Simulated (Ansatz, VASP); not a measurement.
## SiO2: VASP beside Ansatz

Contents of INCAR:

```
ALGO     = Normal         # electronic algorithm
EDIFF    = 1E-6           # SCF threshold, eV
ENCUT    = 520            # plane-wave cutoff, eV
GGA      = PS             # functional
ISIF     = 2              # what is computed and relaxed
ISMEAR   = -1             # smearing method
LASPH    = True           # aspherical terms in the spheres
LCHARG   = False          # write CHGCAR
LREAL    = False          # projectors in reciprocal space
LWAVE    = False          # write WAVECAR
NBANDS   = 44             # bands
NELM     = 100            # most SCF steps
PREC     = Accurate       # precision mode
SIGMA    = 0.05           # smearing width, eV
```

Contents of KPOINTS:

```
k-points
0
Gamma
  7 7 7
```

POSCAR

```
SiO2
1.0
   -2.8378980000      2.8378980000      5.6602100000
    2.8378980000     -2.8378980000      5.6602100000
    2.8378980000      2.8378980000     -5.6602100000
Si O
4 8
Direct
    0.8750000000      0.2636180000      0.8886180000
    0.0136180000      0.6250000000      0.8886180000
    0.7363820000      0.1250000000      0.1113820000
    0.3750000000      0.9863820000      0.1113820000
    0.6337270000      0.1337270000      0.5000000000
    0.4678770000      0.9678770000      0.9357540000
    0.0321230000      0.5321230000      0.0642460000
    0.1162730000      0.1162730000      0.0000000000
    0.8837270000      0.8837270000      0.0000000000
    0.8662730000      0.3662730000      0.5000000000
    0.2821230000      0.7178770000      0.0000000000
    0.7178770000      0.2821230000      0.0000000000
```

File input.yaml:

```yaml
crystal:
  lattice:
    - [-2.837898, 2.837898, 5.66021]
    - [2.837898, -2.837898, 5.66021]
    - [2.837898, 2.837898, -5.66021]
  atoms:
    - { symbol: Si, position: [0.875, 0.263618, 0.888618] }
    - { symbol: Si, position: [0.013618, 0.625, 0.888618] }
    - { symbol: Si, position: [0.736382, 0.125, 0.111382] }
    - { symbol: Si, position: [0.375, 0.986382, 0.111382] }
    - { symbol: O, position: [0.633727, 0.133727, 0.5] }
    - { symbol: O, position: [0.467877, 0.967877, 0.935754] }
    - { symbol: O, position: [0.032123, 0.532123, 0.064246] }
    - { symbol: O, position: [0.116273, 0.116273, 0.0] }
    - { symbol: O, position: [0.883727, 0.883727, 0.0] }
    - { symbol: O, position: [0.866273, 0.366273, 0.5] }
    - { symbol: O, position: [0.282123, 0.717877, 0.0] }
    - { symbol: O, position: [0.717877, 0.282123, 0.0] }
hamiltonian:
  xc: pbesol
  pseudopotentials: { kind: paw }
kpoints:
  mp_grid: { grid: [7, 7, 7] }
  band_path:
    path:
      - [[0.0, 0.0, 0.0], [0.0, 0.0, 0.5], [-0.1256893498, 0.1256893498, 0.5], [-0.3128446749, 0.3128446749, 0.3128446749], [0.0, 0.0, 0.0], [0.5, 0.5, -0.5], [0.3128446749, 0.6871553251, -0.3128446749], [0.0, 0.5, 0.0], [0.25, 0.25, 0.25], [0.5, 0.5, -0.1256893498], [0.5, 0.5, -0.5]]
      - [[0.0, 0.0, 0.5], [0.25, 0.25, 0.25]]
    npoints: 10
scf:
  occupations: { method: fermi_dirac, width: 0.05 }
  n_extra_bands: 30
output:
  forces: true
  stress: true
  eigenvalues: true
  fatbands: true
```

Alike in both runs: functional PBEsol; k mesh 7 × 7 × 7; occupations fermi-dirac, width 0.05 eV; no spin polarisation.

```csv
,VASP,Ansatz
version,VASP 6.6.1,Ansatz 0.2.0
potentials or method,"VASP PAW PBE potentials, release 64 (Si, O)",Ansatz PAW
plane-wave cutoff (eV),520,420
valence electrons in the cell,64,64
task,single point,band structure
```

```tsv
	VASP	Ansatz	Ansatz less VASP
gap on the k mesh at the Fermi level (eV)	4.82	4.82	-0.003
least direct gap on the mesh (eV)	4.82	4.82	-0.003
pressure (GPa)	-1.8	-2.3	-0.46
traceless stress, the component that is largest in VASP (GPa)	-0.60	-0.82	-0.227
rms of the force components (eV/Å)	0.051	0.064	+0.0131
```

VASP's potentials were made for PBE, not for PBEsol. Atom by atom the forces differ by 0.014 eV/Å (rms over components).
